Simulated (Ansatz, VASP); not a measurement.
**Mg2Pd in VASP and in Ansatz**

The input INCAR:

```
SYSTEM = Mg2Pd
  PREC = Accurate
  ENCUT = 520
  EDIFF = 1E-6
  ISMEAR = 1
  SIGMA = 0.15
  LREAL = .FALSE.
  LASPH = .TRUE.
  NELM = 60
  ALGO = Normal
  ISIF = 2
  LWAVE = .FALSE.
  LCHARG = .FALSE.
  GGA = CA
  NBANDS = 14
```

KPOINTS

```
regular mesh
0
G
  8 8 8
  0 0 0
```

File POSCAR:

```
Mg2Pd
1.0
   -1.6200259000      1.6200259000      5.0401132800
    1.6200259000     -1.6200259000      5.0401132800
    1.6200259000      1.6200259000     -5.0401132800
Mg Pd
2 1
Direct
    0.6472166100      0.6472166100      0.0000000000
    0.3527833900      0.3527833900      0.0000000000
    0.0000000000      0.0000000000      0.0000000000
```

Input for Ansatz:

```yaml
crystal:
  lattice:
    - [-1.6200259, 1.6200259, 5.04011328]
    - [1.6200259, -1.6200259, 5.04011328]
    - [1.6200259, 1.6200259, -5.04011328]
  atoms:
    - { symbol: Mg, position: [0.64721661, 0.64721661, 0.0] }
    - { symbol: Mg, position: [0.35278339, 0.35278339, 0.0] }
    - { symbol: Pd, position: [0.0, 0.0, 0.0] }
basis:
  ecutwfc: 550.0
kpoints:
  mp_grid:
    grid: [8, 8, 8]
    shift: [0.0, 0.0, 0.0]
hamiltonian:
  xc: lda
scf:
  convergence:
    dr2_threshold: 1.0e-08
  occupations:
    method: cold
    width: 0.15
  eigensolver:
    kind: auto
output:
  forces: true
  stress: true
```

Alike in both runs: task single point; functional LDA; k mesh 8 × 8 × 8; no spin polarisation.

|  | VASP | Ansatz |
| --- | --- | --- |
| version | VASP 6.6.1 | Ansatz 0.2.0 |
| potentials or method | VASP PAW LDA potentials, release 64 (Mg, Pd), cutoff 520 eV | plane waves, PAW |
| occupations | methfessel-paxton of order 1, width 0.15 eV | cold, width 0.15 eV |
| valence electrons in the cell | 14 | 38 |

VASP gave:

- pressure (GPa): -3.9
- traceless stress, the component that is largest in VASP (GPa): 0.27
- rms of the force components (eV/Å): 0.096

**Question.** Estimate Ansatz's values.

**Answer.** Pressure (GPa): -3.6; traceless stress, the component that is largest in VASP (GPa): 0.33; rms of the force components (eV/Å): 0.101.

LDA's correlation is that of Perdew and Zunger in VASP and of Perdew and Wang (1992) in Ansatz. Atom by atom the forces differ by 0.005 eV/Å (rms over components). VASP's potentials hold 14 valence electrons a cell and Ansatz's 38, so a difference there can come from the potentials and not from the codes. Ansatz's warnings: stress scf threshold loose.
